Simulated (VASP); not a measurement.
Set up this calculation in VASP 6.6.1, as the native input.

| Item | Value |
| --- | --- |
| Task | single point |
| Functional | PBE |
| Potentials or basis | VASP PAW PBE potentials, release 64 (Au) |
| Cutoff | 520 eV |
| k mesh | 20 × 20 × 20 |
| Occupations | gaussian, width 0.1 eV |
| Spin | no spin polarisation |
| Dipole correction | no |
| Further INCAR settings | ALGO = Normal; EDIFF = 1e-07; NBANDS = 12 |

The structure of Au lies in POSCAR:

```
Au
1.0
    2.7483670772      0.0000000000      0.0000000000
    0.0000000000      2.7483670772      0.0000000000
    0.0000000000      0.0000000000      2.7483670772
Au
1
Direct
    0.0000000000      0.0000000000      0.0000000000
```

One way to write it, as run:

INCAR

```
PREC = Accurate
ENCUT = 520
EDIFF = 1E-7
ISMEAR = 0
SIGMA = 0.1
LREAL = False
LASPH = True
NELM = 60
ALGO = Normal
ISIF = 2
LWAVE = False
LCHARG = False
GGA = PE
NBANDS = 12
```

KPOINTS

```
Automatic mesh
0
Gamma
  20 20 20
```

Potentials or basis: VASP PAW PBE potentials, release 64 (Au).

Launch:

```bash
$ cat potpaw_PBE.64/Au/POTCAR > POTCAR
$ mpirun -np 1 vasp_std > vasp.out
```

It gave:

* Pressure: -0.2 GPa

Run time: 19 s on 1 thread of AMD EPYC 9R45 (Zen 5), with other jobs on the host, peak memory 0.14 GiB.
